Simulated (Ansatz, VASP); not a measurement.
CdS: VASP beside Ansatz

The input INCAR:

```
ALGO     = Normal         # electronic algorithm
EDIFF    = 1E-6           # SCF threshold, eV
ENCUT    = 520            # plane-wave cutoff, eV
GGA      = RP             # functional
ISIF     = 2              # what is computed and relaxed
ISMEAR   = -1             # smearing method
LASPH    = True           # aspherical terms in the spheres
LCHARG   = True           # write CHGCAR
LELF     = True           # ELF
LREAL    = False          # projectors in reciprocal space
LVHAR    = True         
LWAVE    = False          # write WAVECAR
NBANDS   = 16             # bands
NELM     = 60             # most SCF steps
PREC     = Accurate       # precision mode
SIGMA    = 0.05           # smearing width, eV
```

KPOINTS

```
k-points
0
Gamma
  8 8 8
```

The input POSCAR:

```
CdS
1.0
    0.0000000000      2.9165000000      2.9165000000
    2.9165000000      0.0000000000      2.9165000000
    2.9165000000      2.9165000000      0.0000000000
Cd S
1 1
Direct
    0.0000000000      0.0000000000      0.0000000000
    0.7500000000      0.7500000000      0.7500000000
```

File input.yaml:

```yaml
crystal:
  lattice:
    - [0.0, 2.9165, 2.9165]
    - [2.9165, 0.0, 2.9165]
    - [2.9165, 2.9165, 0.0]
  atoms:
    - { symbol: Cd, position: [0.0, 0.0, 0.0] }
    - { symbol: S, position: [0.75, 0.75, 0.75] }
hamiltonian:
  xc: rpbe
  pseudopotentials: { kind: paw }
kpoints:
  mp_grid: { grid: [8, 8, 8] }
  band_path:
    path:
      - [[0.0, 0.0, 0.0], [0.5, 0.0, 0.5], [0.5, 0.25, 0.75], [0.375, 0.375, 0.75], [0.0, 0.0, 0.0], [0.5, 0.5, 0.5], [0.625, 0.25, 0.625], [0.5, 0.25, 0.75], [0.5, 0.5, 0.5], [0.375, 0.375, 0.75]]
      - [[0.625, 0.25, 0.625], [0.5, 0.0, 0.5]]
    npoints: 14
scf:
  occupations: { method: fermi_dirac, width: 0.05 }
  n_extra_bands: 6
output:
  forces: true
  stress: true
  eigenvalues: true
  fatbands: false
```

Alike in both runs: functional RPBE; k mesh 8 × 8 × 8; occupations fermi-dirac, width 0.05 eV; no spin polarisation.

|  | VASP | Ansatz |
| --- | --- | --- |
| version | VASP 6.6.1 | Ansatz 0.2.0 |
| potentials or method | VASP PAW PBE potentials, release 64 (Cd, S) | Ansatz PAW |
| plane-wave cutoff (eV) | 520 | 420 |
| valence electrons in the cell | 18 | 26 |
| task | single point | band structure |

```csv
,VASP,Ansatz,Ansatz less VASP
gap on the k mesh at the Fermi level (eV),1.33,1.33,-0.003
least direct gap on the mesh (eV),1.33,1.33,-0.003
pressure (GPa),5.4,5.1,-0.34
```

VASP's potentials were made for PBE, not for RPBE. VASP's potentials hold 18 valence electrons a cell and Ansatz's 26, so a difference there can come from the potentials and not from the codes.
